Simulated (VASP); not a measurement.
Ag, 1 atom in the cell. The structure is trigonal, space group R-3m (No. 166). The conventional cell has a = 5.552 Å, b = 5.552 Å, c = 2.040 Å, α = 90.00°, β = 90.00°, γ = 120.00°. Within 2.7 Å of Ag (site symmetry -3m) lie 2 Ag at 2.04 Å.  This cell differs from its parent crystal: ratio of the length along [111] to the lengths across it x 0.6, volume and fractional coordinates fixed.

```yaml
Program: VASP 6.6.1
Task: single point
Functional: PBEsol
Potentials_or_basis: VASP PAW PBE potentials, release 64 (Ag)
Cutoff: 520 eV
k_mesh: 22 × 22 × 22
Occupations: gaussian, width 0.15 eV
Spin: no spin polarisation
Dipole_correction: no
Further_INCAR_settings: ALGO = Fast; EDIFF = 1e-06; NBANDS = 12
```

Potentials or basis: VASP PAW PBE potentials, release 64 (Ag).

Launch:

```console
$ cat potpaw_PBE.64/Ag/POTCAR > POTCAR
$ mpirun -np 1 vasp_std > vasp.out
```

Hardware: 1 thread of Intel(R) Xeon(R) Platinum 8375C CPU @ 2.90GHz (Ice Lake), on a shared host.

Task: How long does it take, and how much memory?

Result: Wall time 110 s on 1 thread of Intel(R) Xeon(R) Platinum 8375C CPU @ 2.90GHz (Ice Lake), on a shared host, peak memory 0.32 GiB. Counts: scf iterations 11, k points 1024.
